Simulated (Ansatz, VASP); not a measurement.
## Ti: VASP beside Ansatz

The input INCAR:

```
SYSTEM = Ti
  PREC = Accurate
  ENCUT = 520
  EDIFF = 1E-6
  ISMEAR = 0
  SIGMA = 0.1
  LREAL = .FALSE.
  LASPH = .TRUE.
  NELM = 80
  ALGO = Fast
  ISIF = 2
  LWAVE = .FALSE.
  LCHARG = .FALSE.
  GGA = PS
  NBANDS = 19
```

Contents of KPOINTS:

```
regular mesh
0
G
  18 18 14
  0 0 0
```

The input POSCAR:

```
Ti
1.0
    2.0279211513      2.0279211513      0.0000000000
   -2.0279211513      2.0279211513      0.0000000000
    0.0000000000      0.0000000000      4.2991928408
Ti
2
Direct
    0.0000000000      0.0000000000      0.0000000000
    0.5000000000      0.5000000000      0.5000000000
```

Input for Ansatz:

```yaml
crystal:
  lattice:
    - [2.0279211513, 2.0279211513, 0.0]
    - [-2.0279211513, 2.0279211513, 0.0]
    - [0.0, 0.0, 4.2991928408]
  atoms:
    - { symbol: Ti, position: [0.0, 0.0, 0.0] }
    - { symbol: Ti, position: [0.5, 0.5, 0.5] }
basis:
  ecutwfc: 420
kpoints:
  mp_grid: { grid: [18, 18, 14] }
hamiltonian:
  xc: pbesol
scf:
  occupations: { method: gaussian, width: 0.1 }
output:
  forces: true
  stress: true
  eigenvalues: true
```

Change from the starting cell: strain along c alone, the other axes held, atoms relaxed: +6.0 %.

Alike in both runs: task single point; functional PBEsol; k mesh 18 × 18 × 14; occupations gaussian, width 0.1 eV; no spin polarisation.

|  | VASP | Ansatz |
| --- | --- | --- |
| version | VASP 6.6.1 | Ansatz 0.2.0 |
| potentials or method | VASP PAW PBE potentials, release 64 (Ti_sv), cutoff 520 eV | scalar-relativistic, plane waves, PAW |
| valence electrons in the cell | 24 | 24 |

```tsv
	VASP	Ansatz	Ansatz less VASP
gap on the k mesh at the Fermi level (eV)	none	none	-
pressure (GPa)	-6.3	-6.1	+0.22
traceless stress, the component that is largest in VASP (GPa)	-1.31	-1.30	+0.004
```

VASP's potentials were made for PBE, not for PBEsol. A gap of «none» marks a metal or a gap that the smearing closes. With one functional, cell and mesh, what is left measures potentials, basis and numerics.
